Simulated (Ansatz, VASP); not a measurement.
## Pt in VASP and in Ansatz

The input INCAR:

```
ALGO = Normal
EDIFF = 1E-7
ENCUT = 520
GGA = PE
ISIF = 2
ISMEAR = -1
LASPH = T
LCHARG = T
LELF = T
LREAL = F
LVHAR = T
LWAVE = F
NBANDS = 11
NELM = 80
PREC = Accurate
SIGMA = 0.03
```

KPOINTS

```
k-points
0
Gamma
  18 18 18
```

POSCAR

```
Pt
1.0
    0.0000000000      1.9962999450      1.9962999450
    1.9962999450      0.0000000000      1.9962999450
    1.9962999450      1.9962999450      0.0000000000
Pt
1
Direct
    0.0000000000      0.0000000000      0.0000000000
```

Input for Ansatz:

```yaml
crystal:
  lattice:
    - [0.0, 1.996299945, 1.996299945]
    - [1.996299945, 0.0, 1.996299945]
    - [1.996299945, 1.996299945, 0.0]
  atoms:
    - { symbol: Pt, position: [0.0, 0.0, 0.0] }
kpoints:
  mp_grid: { grid: [18, 18, 18] }
scf:
  occupations: { method: fermi_dirac, width: 0.03 }
hamiltonian:
  xc: pbe
  pseudopotentials: { kind: all_electron, lapw: { basis_error: 0.00025 } }
output:
  forces: true
  stress: true
  eigenvalues: true
```

Change from the starting cell: volume scaled by 1.06.

Alike in both runs: task single point; functional PBE; k mesh 18 × 18 × 18; occupations fermi-dirac, width 0.03 eV; no spin polarisation.

|  | VASP | Ansatz |
| --- | --- | --- |
| version | VASP 6.6.1 | Ansatz 0.2.0 |
| potentials or method | VASP PAW PBE potentials, release 64 (Pt), cutoff 520 eV | all-electron LAPW, scalar-relativistic |

```tsv
	VASP	Ansatz	Ansatz less VASP
pressure (GPa)	-4.5	-4.1	+0.42
```

Ansatz ran all-electron here, and VASP with PAW potentials.

Spin-orbit coupling is off throughout.
